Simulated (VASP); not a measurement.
# BaRe (Pm-3m) in VASP: single point with PBE

Aim: the single point of BaRe with PBE.

Program: VASP 6.6.1. These are calculated values, not measurements. Logs are shortened: lines on timing, memory, paths and dates and some standing lists are left out, and cuts for length are marked.

## Step 1: The cell of the first run

Symmetry: Pm-3m, No. 221, cubic system. Conventional cell: a = 3.723 Å, b = 3.723 Å, c = 3.723 Å, α = 90.00°, β = 90.00°, γ = 90.00°. Within 4.2 Å of Ba (site symmetry m-3m) lie 8 Re at 3.22 Å and 6 Ba at 3.72 Å. Re (site symmetry m-3m) has 8 Ba at 3.22 Å and 6 Re at 3.72 Å within 4.2 Å.

## Step 2: Single point, PBE

The input, POSCAR:

```
BaRe
1.0
    3.7233438108      0.0000000000      0.0000000000
    0.0000000000      3.7233438108      0.0000000000
    0.0000000000      0.0000000000      3.7233438108
Ba Re
1 1
Direct
    0.0000000000      0.0000000000      0.0000000000
    0.5000000000      0.5000000000      0.5000000000
```

The input, INCAR.step1:

```
ALGO = Normal
EDIFF = 1E-6
ENCUT = 410
GGA = PE
GGA_COMPAT = F
ISIF = 2
ISMEAR = 0
LASPH = T
LCHARG = T
LMAXMIX = 4
LORBIT = 11
LREAL = F
LWAVE = F
NBANDS = 20
NEDOS = 2001
NELM = 120
PREC = Accurate
SIGMA = 0.05
```

The input, KPOINTS.step1:

```
k-points
0
Gamma
  8 8 8
```

The input, INCAR.step2:

```
ALGO = Normal
EDIFF = 1E-6
ENCUT = 410
GGA = PE
GGA_COMPAT = F
ICHARG = 11
ISIF = 2
ISMEAR = -5
LASPH = T
LCHARG = F
LMAXMIX = 4
LORBIT = 11
LREAL = F
LWAVE = F
NBANDS = 20
NEDOS = 2001
NELM = 120
PREC = Accurate
SIGMA = 0.05
```

The input, KPOINTS.step2:

```
k-points
0
Gamma
  12 12 12
```

Potentials or basis: VASP PAW PBE potentials, release 64 (Ba_sv, Re_sv_GW).

Started as:

```sh
> cat potpaw_PBE.64/Ba_sv/POTCAR potpaw_PBE.64/Re_sv_GW/POTCAR > POTCAR
> cp INCAR.step1 INCAR
> cp KPOINTS.step1 KPOINTS
> mpirun -np 1 vasp_std > vasp.out
> cp INCAR.step2 INCAR
> cp KPOINTS.step2 KPOINTS
> mpirun -np 1 vasp_std > vasp.out
```

OUTCAR:

```text
EDIFF = 1E-6
   ENCUT = 410
   GGA = PE
   ICHARG = 11
   ISIF = 2
   ISMEAR = -5
   LASPH = T
   LORBIT = 11
   LREAL = F
   NELM = 120
   PREC = Accurate

 ion  position               nearest neighbor table
   1  0.000  0.000  0.000-   2 3.22   2 3.22   2 3.22   2 3.22   2 3.22   2 3.22   2 3.22   2 3.22

   2  0.500  0.500  0.500-   1 3.22   1 3.22   1 3.22   1 3.22   1 3.22   1 3.22   1 3.22   1 3.22

  LATTYP: Found a simple cubic cell.
 ALAT       =     3.7233438108

  Lattice vectors:

 A1 = (   3.7233438108,   0.0000000000,   0.0000000000)
 A2 = (   0.0000000000,   3.7233438108,   0.0000000000)
 A3 = (   0.0000000000,   0.0000000000,   3.7233438108)

Analysis of symmetry for initial positions (statically):
=====================================================================
 Subroutine PRICEL returns:
 Original cell was already a primitive cell.

 Routine SETGRP: Setting up the symmetry group for a
 simple cubic supercell.

 Subroutine GETGRP returns: Found 48 space group operations
 (whereof 48 operations were pure point group operations)
 out of a pool of 48 trial point group operations.

The static configuration has the point symmetry O_h .

Analysis of symmetry for dynamics (positions and initial velocities):
=====================================================================
 Subroutine PRICEL returns:
 Original cell was already a primitive cell.

 Routine SETGRP: Setting up the symmetry group for a
 simple cubic supercell.

 Subroutine GETGRP returns: Found 48 space group operations
 (whereof 48 operations were pure point group operations)
 out of a pool of 48 trial point group operations.

The dynamic configuration has the point symmetry O_h .

 Subroutine INISYM returns: Found 48 space group operations
 (whereof 48 operations are pure point group operations),
 and found     1 'primitive' translations

----------------------------------------------------------------------------------------

                                     Primitive cell

  volume of cell :      51.6178

  direct lattice vectors                    reciprocal lattice vectors
     3.723343811  0.000000000  0.000000000     0.268575789  0.000000000  0.000000000
     0.000000000  3.723343811  0.000000000     0.000000000  0.268575789  0.000000000
     0.000000000  0.000000000  3.723343811     0.000000000  0.000000000  0.268575789

  length of vectors
     3.723343811  3.723343811  3.723343811     0.268575789  0.268575789  0.268575789

  position of ions in fractional coordinates (direct lattice)
     0.000000000  0.000000000  0.000000000
     0.500000000  0.500000000  0.500000000

  ion indices of the primitive-cell ions
   primitive index   ion index
                 1           1
                 2           2

----------------------------------------------------------------------------------------

 KPOINTS: k-points

Automatic generation of k-mesh.
 Grid dimensions read from file:
 generate k-points for:   12   12   12

 Generating k-lattice:

  Cartesian coordinates                     Fractional coordinates (reciprocal lattice)
     0.022381316  0.000000000  0.000000000     0.083333333  0.000000000  0.000000000
     0.000000000  0.022381316  0.000000000     0.000000000  0.083333333  0.000000000
     0.000000000  0.000000000  0.022381316     0.000000000  0.000000000  0.083333333

  Length of vectors
     0.022381316  0.022381316  0.022381316

  Shift w.r.t. Gamma in fractional coordinates (k-lattice)
     0.000000000  0.000000000  0.000000000

 TETIRR: Found    854 inequivalent tetrahedra from    10368

 Subroutine IBZKPT returns following result:
 ===========================================

 Found     84 irreducible k-points:

 Following reciprocal coordinates:
            Coordinates               Weight
  0.000000  0.000000  0.000000      1.000000
  0.083333  0.000000  0.000000      6.000000
  0.166667  0.000000  0.000000      6.000000
  0.250000  0.000000  0.000000      6.000000
  0.333333  0.000000  0.000000      6.000000
  0.416667  0.000000  0.000000      6.000000
[... 16 lines left out ...]
  0.333333  0.333333  0.000000     12.000000
  0.416667  0.333333  0.000000     24.000000
 [... further k-points ...]
   k-points           NKPTS =     84   k-points in BZ     NKDIM =     84   number of bands    NBANDS=     20
   number of dos      NEDOS =   2001   number of ions     NIONS =      2
   total plane-waves  NPLWV =  21952
   dimension x,y,z NGX =    28 NGY =   28 NGZ =   28
   dimension x,y,z NGXF=    56 NGYF=   56 NGZF=   56
   ions per type =               1   1
   NGX,Y,Z   is equivalent  to a cutoff of  12.50, 12.50, 12.50 a.u.
   NGXF,Y,Z  is equivalent  to a cutoff of  25.00, 25.00, 25.00 a.u.
 SYSTEM =  unknown system
   PREC   = accura    normal or accurate (medium, high low for compatibility)
   ISTART =      0    job   : 0-new  1-cont  2-samecut
   ICHARG =     11    charge: 1-file 2-atom 10-const
   ISPIN  =      1    spin polarized calculation?
   LNONCOLLINEAR =      F non collinear calculations
   LSORBIT =      F    spin-orbit coupling
   LASPH  =      T    aspherical Exc in radial PAW
   ENCUT  =  410.0 eV  30.13 Ry    5.49 a.u.   6.15  6.15  6.15*2*pi/ulx,y,z
   NELM   =    120;   NELMIN=  2; NELMDL=  0     # of ELM steps
   EDIFF  = 0.1E-05   stopping-criterion for ELM
   LREAL  =      F    real-space projection
   EDIFFG = 0.1E-04   stopping-criterion for IOM
   NSW    =      0    number of steps for IOM
   IBRION =     -1    ionic relax: 0-MD 1-quasi-New 2-CG
   NFREE  =      0    steps in history (QN), initial steepest desc. (CG)
   ISIF   =      2    stress and relaxation
   ISYM   =      2    0-nonsym 1-usesym 2-fastsym
   POTIM  = 0.5000    time-step for ionic-motion
   TEBEG  =    0.0;   TEEND  =   0.0 temperature during run
   PSTRESS=    0.0 pullay stress
   NELECT =      25.0000    total number of electrons
   NUPDOWN=      -1.0000    fix difference up-down
   EMIN   =  10.00;   EMAX   =-10.00  energy-range for DOS
   EFERMI =   0.00;   METHOD = LEGACY
   ISMEAR =    -5;   SIGMA  =   0.05  broadening in eV -4-tet -1-fermi 0-gaus
   EFERMI_NEDOS =   21; number of points for ismear=-14 and -15
   IALGO  =     38    algorithm
   IMIX   =      4    mixing-type and parameters
     AMIX     =   0.40;   BMIX     =  1.00
     AMIX_MAG =   1.60;   BMIX_MAG =  1.00
  volume/ion in A,a.u.               =      25.81       174.17
  Fermi-wavevector in a.u.,A,eV,Ry     =   1.285647  2.429520 22.488904  1.652888
  Thomas-Fermi vector in A             =   2.417769
   LORBIT       =     11    0 simple, 1 ext, 2 COOP (PROOUT), +10 PAW based schemes
   GGA     = PE    functional components
   LHFCALC =     F    Hartree Fock is set to
   AEXX    =    0.0000 exact exchange contribution
   IVDW    =     0    specifies the selected vdW correction
   LEPSILON=     F    determine dielectric tensor
   LRPA    =     F    only Hartree local field effects (RPA)
 non-spin polarized calculation
 Fermi weights with tetrahedron method with Bloechl corrections
  energy-cutoff  :      410.00
  volume of cell :       51.62
 maximum number of plane-waves:       992
 NGX is ok and might be reduce to    28

 number of electron      25.0000007 magnetization

 Free energy of the ion-electron system (eV)
  ---------------------------------------------------
  ext. energy  EPLUGINS =         0.00000000
  ---------------------------------------------------
  free energy    TOTEN  =       -11.72670565 eV

  energy without entropy =      -11.72670565  energy(sigma->0) =      -11.72670565

 E-fermi :   5.3803     XC(G=0): -10.9233

 val. band max:        5.4188531245   @ k =   0.4167   0.3333   0.3333
 cond. band min:       5.3545432505   @ k =   0.3333   0.2500   0.1667
 fundamental gap:     -0.0643098740
 Fermi energy:         5.3803351239

 k-point     1 :       0.0000    0.0000    0.0000
  band No.  band energies     occupation
      1     -73.8398      2.00000
      2     -35.7230      2.00000
      3     -35.7230      2.00000
      4     -35.7230      2.00000
      5     -21.2532      2.00000
      6      -6.0397      2.00000
[... 12 lines left out ...]
     19      13.6886      0.00000
     20      14.0506      0.00000

 k-point     2 :       0.0833    0.0000    0.0000
  band No.  band energies     occupation
      1     -73.8398      2.00000
      2     -35.7247      2.00000
      3     -35.7229      2.00000
      4     -35.7229      2.00000
      5     -21.2430      2.00000
      6      -6.1705      2.00000
[... 12 lines left out ...]
     19      13.2838      0.00000
     20      13.9507      0.00000

 k-point     3 :       0.1667    0.0000    0.0000
  band No.  band energies     occupation
      1     -73.8398      2.00000
      2     -35.7291      2.00000
      3     -35.7226      2.00000
      4     -35.7226      2.00000
      5     -21.2151      2.00000
      6      -6.5017      2.00000
[... 12 lines left out ...]
     19      12.5180      0.00000
     20      13.6864      0.00000

 k-point     4 :       0.2500    0.0000    0.0000
  band No.  band energies     occupation
      1     -73.8397      2.00000
      2     -35.7353      2.00000
      3     -35.7221      2.00000
      4     -35.7221      2.00000
      5     -21.1764      2.00000
      6      -6.9066      2.00000
[... 429 lines left out ...]
 k-point    23 :       0.3333    0.3333    0.0000
  band No.  band energies     occupation
      1     -73.8392      2.00000
      2     -35.7393      2.00000
      3     -35.7388      2.00000
      4     -35.7202      2.00000
      5     -21.0457      2.00000
      6      -7.0632      2.00000
[... 12 lines left out ...]
     19      13.2813      0.00000
     20      13.3257      0.00000

 k-point    24 :       0.4167    0.3333    0.0000
  band No.  band energies     occupation
      1     -73.8392      2.00000
      2     -35.7434      2.00000
      3     -35.7385      2.00000
      4     -35.7198      2.00000
      5     -21.0229      2.00000
      6      -7.2057      2.00000
[... 12 lines left out ...]
     19      13.2612      0.00000
     20      13.8146      0.00000

 [... further k-points ...]

------------------------ aborting loop because EDIFF is reached ----------------------------------------

  FORCE on cell =-STRESS in cart. coord.  units (eV):
  Direction    XX          YY          ZZ          XY          YZ          ZX
  --------------------------------------------------------------------------------------
  -------------------------------------------------------------------------------------
  Total        0.7105143      0.7105143      0.7105143      0.0000000      0.0000000      0.0000000
  in kB       22.0538266     22.0538266     22.0538266      0.0000000      0.0000000      0.0000000
  external PRESSURE =      22.0538266 kB  Pullay stress =       0.0000000 kB

 VOLUME and BASIS-vectors are now :
 -----------------------------------------------------------------------------
  energy-cutoff  :      410.00
  volume of cell :       51.62
      direct lattice vectors                 reciprocal lattice vectors
     3.723343811  0.000000000  0.000000000     0.268575789  0.000000000  0.000000000
     0.000000000  3.723343811  0.000000000     0.000000000  0.268575789  0.000000000
     0.000000000  0.000000000  3.723343811     0.000000000  0.000000000  0.268575789

 POSITION                                       TOTAL-FORCE (eV/Angst)
 -----------------------------------------------------------------------------------
      0.00000      0.00000      0.00000         0.000000      0.000000      0.000000
      1.86167      1.86167      1.86167         0.000000      0.000000      0.000000
 -----------------------------------------------------------------------------------
    total drift:                                0.000000      0.000000      0.000000

  FREE ENERGIE OF THE ION-ELECTRON SYSTEM (eV)
  ---------------------------------------------------
  free  energy   TOTEN  =       -11.7267056464 eV

  energy  without entropy=      -11.7267056464  energy(sigma->0) =      -11.72670565

 total charge

# of ion       s       p       d       f       tot
--------------------------------------------------
    1        2.066   5.474   0.716   0.000   8.256
    2        4.435   5.948   4.212   0.007  14.603
--------------------------------------------------
tot          6.502  11.423   4.928   0.007  22.859
```

Run time: 36 s. Hardware: 1 thread of Intel Xeon Platinum 8559C (Emerald Rapids), shared host; peak memory 0.2 GiB.

What came out:

- Valence electrons inside the program's atomic spheres: Ba 8.26; Re 14.60

Levels at points of the mesh, in eV from the Fermi level:
| k point | band 10 | band 11 | band 12 | band 13 | band 14 | band 15 |
| --- | --- | --- | --- | --- | --- | --- |
| (0.00, 0.00, 0.00) | -2.50 | -2.50 | -0.02 | -0.02 | -0.02 | 4.18 |
| (0.50, 0.00, 0.00) | -1.11 | -0.40 | 0.15 | 0.15 | 0.34 | 1.41 |
| (0.50, 0.50, 0.00) | -1.77 | -1.10 | -1.10 | 1.14 | 1.15 | 3.75 |
| (0.50, 0.50, 0.50) | -0.21 | -0.21 | 0.10 | 0.10 | 0.10 | 1.21 |

Caveat: spin-orbit coupling is left out, which moves the levels of the heavy elements.
